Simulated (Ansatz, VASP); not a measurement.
Sc: VASP beside Ansatz

```xyz
2
Lattice="3.2977 0.0000 0.0000 -1.6489 2.8559 0.0000 0.0000 0.0000 5.2504" Properties=species:S:1:pos:R:3 pbc="T T T"
Sc    0.0000    1.9039    1.3126
Sc    1.6489    0.9520    3.9378
```

Change from the starting cell: volume scaled by 0.99.

Alike in both runs: task single point; functional LDA; k mesh 13 × 13 × 7; occupations fermi-dirac, width 0.03 eV; no spin polarisation.

|  | VASP | Ansatz |
| --- | --- | --- |
| version | VASP 6.6.1 | Ansatz 0.2.0 |
| potentials or method | VASP PAW LDA potentials, release 64 (Sc_sv), cutoff 520 eV | all-electron LAPW, scalar-relativistic |

```csv
,VASP,Ansatz,Ansatz less VASP
pressure (GPa),-4.8,-4.8,-0.04
"traceless stress, the component that is largest in VASP (GPa)",-1.24,-1.24,0.000
```

LDA's correlation is that of Perdew and Zunger in VASP and of Perdew and Wang (1992) in Ansatz. Ansatz ran all-electron here, and VASP with PAW potentials.
